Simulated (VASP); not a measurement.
Runs of VASP 6.6.1 on CoO. The structure is that of space group Fm-3m (No. 225), or close to it. The cells are those of the table. 

| level | potentials or basis | cell | cutoff (eV) | gap on the mesh (eV) | pressure (GPa) | moment (μB) |
| --- | --- | --- | --- | --- | --- | --- |
| PBE | VASP PAW PBE potentials, release 64 (Co_sv, O_h) | a = 3.014 Å, angles 60.0°, 2 atoms | 1340 | none | (b) | 2.92 |
| LDA | VASP PAW LDA potentials, release 64 (Co_sv, O) | a = 2.884 Å, angles 60.0°, 2 atoms | 700 | none | -2.5 | 2.07 |
| PBE | VASP PAW PBE potentials, release 64 (Co_sv, O) | a = 2.953 Å, angles 60.0°, 2 atoms | 700 | none | (a) | 2.76 |
| RPBE | VASP PAW PBE potentials, release 64 (Co_sv, O) | a = 3.039 Å, angles 60.0°, 2 atoms | 700 | none | (c) | 2.98 |
| PBE | VASP PAW PBE potentials, release 64 (Co_sv, O) | a = 3.003 Å, angles 60.0°, 2 atoms | 700 | none | -1.1 | 2.90 |
| PBE | VASP PAW PBE potentials, release 64 (Co_sv, O) | a = 3.014 Å, angles 60.0°, 2 atoms | 700 | none | -3.0 | 2.92 |

Alike in all rows: task single point; spin collinear, ferromagnetic start; k mesh 11 × 11 × 11; smearing fermi-dirac 0.05 eV.

Problem. Estimate the missing entries.

Solution. (a) 8.2; (b) -2.6; (c) -1.0.

Caveats: a cell with one magnetic atom can't hold antiferromagnetic order, which such compounds often take; semilocal functionals often make such compounds metallic where correlation or magnetic order opens a gap, which also shifts bond lengths; the cell stands under pressure (at least some runs); the PAW data sets were made with another functional, which shifts forces and pressure a little (at least some runs).

A gap of «none» marks levels without a gap at the run's occupations.
